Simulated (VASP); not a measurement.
Here is a VASP 6.6.1 calculation.

INCAR

```
ALGO     = Normal         # electronic algorithm
EDIFF    = 1E-6           # SCF threshold, eV
ENCUT    = 520            # plane-wave cutoff, eV
GGA      = PE             # functional
ISIF     = 2              # what is computed and relaxed
ISMEAR   = 0              # smearing method
LASPH    = True           # aspherical terms in the spheres
LCHARG   = False          # write CHGCAR
LREAL    = False          # projectors in reciprocal space
LWAVE    = False          # write WAVECAR
NBANDS   = 20             # bands
NELM     = 60             # most SCF steps
PREC     = Accurate       # precision mode
SIGMA    = 0.1            # smearing width, eV
```

KPOINTS

```
k-points
0
Gamma
  10 10 10
```

POSCAR

```
Mg3GeN
1.0
    4.1440723636      0.0000000000      0.0000000000
    0.0000000000      4.1440723636      0.0000000000
    0.0000000000      0.0000000000      4.1440723636
Mg Ge N
3 1 1
Direct
    0.5000000000      0.0000000000      0.0000000000
    0.0000000000      0.5000000000      0.0000000000
    0.0000000000      0.0000000000      0.5000000000
    0.5000000000      0.5000000000      0.5000000000
    0.0000000000      0.0000000000      0.0000000000
```

Potentials or basis: VASP PAW PBE potentials, release 64 (Mg, Ge_d, N).

Run with:

```bash
$ cat potpaw_PBE.64/Mg/POTCAR potpaw_PBE.64/Ge_d/POTCAR potpaw_PBE.64/N/POTCAR > POTCAR
$ mpirun -np 1 vasp_std > vasp.out
```

Task: What does it give for the pressure?

Result: 8.7 GPa.

Task: Predict the band gap on the k mesh.

Result: Zero (an odd number of electrons rules out a gap without spin polarisation).

Caveat: the cell stands under pressure.
